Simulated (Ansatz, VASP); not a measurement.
# One calculation of SbMo, two programs

```xyz
2
Lattice="0.0000 2.7667 2.7667 2.7667 0.0000 2.7667 2.7667 2.7667 0.0000" Properties=species:S:1:pos:R:3 pbc="T T T"
Mo    2.7667    2.7667    2.7667
Sb    0.0000    0.0000    0.0000
```

Alike in both runs: task single point; functional r2SCAN; k mesh 10 × 10 × 10; occupations gaussian, width 0.05 eV; no spin polarisation.

|  | VASP | Ansatz |
| --- | --- | --- |
| version | VASP 6.6.1 | Ansatz 0.2.0 |
| potentials or method | VASP PAW PBE potentials, release 64 (Mo_sv, Sb), cutoff 520 eV | scalar-relativistic, plane waves, PAW |
| valence electrons in the cell | 19 | 29 |

VASP gave:

- gap on the k mesh at the Fermi level (eV): none
- pressure (GPa): -2.4

Problem. What did Ansatz give for the same quantities?

Solution. gap on the k mesh at the Fermi level (eV): none; pressure (GPa): -2.5.

VASP's potentials were made for PBE, not for r2SCAN. A gap of «none» marks a metal or a gap that the smearing closes. VASP's potentials hold 19 valence electrons a cell and Ansatz's 29, so a difference there can come from the potentials and not from the codes.

Spin-orbit coupling is off throughout.
